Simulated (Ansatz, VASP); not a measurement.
InAs in VASP and in Ansatz

The input INCAR:

```
ALGO = Normal ; EDIFF = 1E-6
ENCUT = 520 ; GGA = PE
ISIF = 2 ; ISMEAR = 0
LASPH = T ; LCHARG = F
LREAL = F ; LWAVE = F
NBANDS = 16 ; NELM = 100
PREC = Accurate ; SIGMA = 0.15
```

Contents of KPOINTS:

```
k-points
0
Gamma
  16 16 16
```

The input POSCAR:

```
InAs
1.0
    0.0000000000      3.1861810476      3.0933796579
    3.1861810476      0.0000000000      3.0933796579
    3.1861810476      3.1861810476      0.0000000000
In As
1 1
Direct
    0.0000000000      0.0000000000      0.0000000000
    0.7500000000      0.7500000000      0.7500000000
```

Input for Ansatz:

```yaml
crystal:
  lattice:
    - [0.0, 3.1861810476, 3.0933796579]
    - [3.1861810476, 0.0, 3.0933796579]
    - [3.1861810476, 3.1861810476, 0.0]
  atoms:
    - { symbol: In, position: [0.0, 0.0, 0.0] }
    - { symbol: As, position: [0.75, 0.75, 0.75] }
basis:
  ecutwfc: 420
kpoints:
  mp_grid: { grid: [16, 16, 16] }
hamiltonian:
  xc: pbe
scf:
  occupations: { method: gaussian, width: 0.15 }
output:
  forces: true
  stress: true
  eigenvalues: true
```

Change from the starting cell: strain +0.030 along x and y, +0.000 along z, atoms carried along.

Alike in both runs: task single point; functional PBE; k mesh 16 × 16 × 16; occupations gaussian, width 0.15 eV; no spin polarisation.

|  | VASP | Ansatz |
| --- | --- | --- |
| version | VASP 6.6.1 | Ansatz 0.2.0 |
| potentials or method | VASP PAW PBE potentials, release 64 (In_d, As), cutoff 520 eV | scalar-relativistic, plane waves, PAW |
| valence electrons in the cell | 18 | 28 |

```csv
,VASP,Ansatz,Ansatz less VASP
pressure (GPa),-2.5,-2.5,-0.02
"traceless stress, the component that is largest in VASP (GPa)",0.63,0.63,+0.001
```

The functional is the same, so the differences come from potentials, cutoffs and numerics. VASP's potentials hold 18 valence electrons a cell and Ansatz's 28, so a difference there can come from the potentials and not from the codes.
